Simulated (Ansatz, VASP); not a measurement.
## Two plane-wave programs on C

```
C
1.0
     2.45600    0.00000    0.00000
    -1.22800    2.12696    0.00000
     0.00000    0.00000    6.69600
C
4
Direct
  0.00000 0.00000 0.75000
  0.00000 0.00000 0.25000
  0.33333 0.66667 0.75000
  0.66667 0.33333 0.25000
```

Alike in both runs: task single point; functional PBE; dispersion D3(BJ); k mesh 15 × 15 × 4; occupations gaussian, width 0.1 eV; no spin polarisation.

|  | VASP | Ansatz |
| --- | --- | --- |
| version | VASP 6.6.1 | Ansatz 0.2.0 |
| potentials or method | VASP PAW PBE potentials, release 64 (C), cutoff 600 eV | scalar-relativistic, plane waves, PAW |
| valence electrons in the cell | 16 | 16 |

|  | VASP | Ansatz | Ansatz less VASP |
| --- | --- | --- | --- |
| gap on the k mesh at the Fermi level (eV) | none | none | - |
| pressure (GPa) | 3.3 | 3.3 | -0.01 |
| traceless stress, the component that is largest in VASP (GPa) | -3.50 | -3.15 | +0.352 |

A gap of «none» marks a metal or a gap that the smearing closes.
